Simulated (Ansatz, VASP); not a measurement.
CdSe in VASP and in Ansatz

The input INCAR:

```
SYSTEM = CdSe
PREC     = Accurate       ! precision mode
ENCUT    = 520            ! plane-wave cutoff, eV
EDIFF    = 1E-6           ! SCF threshold, eV
ISMEAR   = -1             ! smearing method
SIGMA    = 0.01           ! smearing width, eV
LREAL    = .False.        ! projectors in reciprocal space
LASPH    = .True.         ! aspherical terms in the spheres
NELM     = 150            ! most SCF steps
ALGO     = Normal         ! electronic algorithm
ISIF     = 2              ! what is computed and relaxed
LWAVE    = .False.        ! write WAVECAR
LCHARG   = .False.        ! write CHGCAR
ISPIN    = 2              ! spin polarisation
MAGMOM   = 0.5 0.5 0 0    ! initial moments
LORBIT   = 11             ! projections on sites
GGA      = PE             ! functional
NBANDS   = 30             ! bands
```

The input KPOINTS:

```
Automatic mesh
0
Gamma
  7 7 4
  0 0 0
```

The input POSCAR:

```
CdSe
1.0
    4.3000000000      0.0000000000      0.0000000000
   -2.1500000000      3.7239092363      0.0000000000
    0.0000000000      0.0000000000      7.0200000000
Cd Se
2 2
Direct
    0.6666666667      0.3333333333      0.5000000000
    0.3333333333      0.6666666667      0.0000000000
    0.6666666667      0.3333333333      0.8850000000
    0.3333333333      0.6666666667      0.3850000000
```

input.yaml

```yaml
crystal:
  lattice:
    - [4.3, 0.0, 0.0]
    - [-2.15, 3.7239092363, 0.0]
    - [0.0, 0.0, 7.02]
  atoms:
    - { symbol: Cd, position: [0.6666666667, 0.3333333333, 0.5], spin: 0.5 }
    - { symbol: Cd, position: [0.3333333333, 0.6666666667, 0.0], spin: 0.5 }
    - { symbol: Se, position: [0.6666666667, 0.3333333333, 0.885] }
    - { symbol: Se, position: [0.3333333333, 0.6666666667, 0.385] }
kpoints:
  mp_grid: { grid: [7, 7, 4] }
scf:
  occupations: { method: fermi_dirac, width: 0.01 }
  lower_state_search: "off"
hamiltonian:
  xc: pbe
  pseudopotentials: { kind: all_electron, lapw: { basis_error: 0.002 } }
magnetization:
  spin_polarized: true
output:
  forces: true
  stress: true
  eigenvalues: true
```

Alike in both runs: task single point; functional PBE; k mesh 7 × 7 × 4; occupations fermi-dirac, width 0.01 eV; collinear spin.

|  | VASP | Ansatz |
| --- | --- | --- |
| version | VASP 6.6.1 | Ansatz 0.2.0 |
| potentials or method | VASP PAW PBE potentials, release 64 (Cd, Se), cutoff 520 eV | all-electron LAPW, scalar-relativistic |

|  | VASP | Ansatz | Ansatz less VASP |
| --- | --- | --- | --- |
| gap on the k mesh at the Fermi level (eV) | 0.70 | 0.70 | 0.000 |
| least direct gap on the mesh (eV) | 0.70 | 0.70 | 0.000 |
| pressure (GPa) | 3.3 | 3.0 | -0.30 |
| traceless stress, the component that is largest in VASP (GPa) | -1.40 | -1.36 | +0.047 |
| rms of the force components (eV/Å) | 0.168 | 0.163 | -0.0050 |
| net moment per atom (μB) | 0.00 | 0.00 | 0.000 |

Atom by atom the forces differ by 0.005 eV/Å (rms over components). Ansatz ran all-electron here, and VASP with PAW potentials.
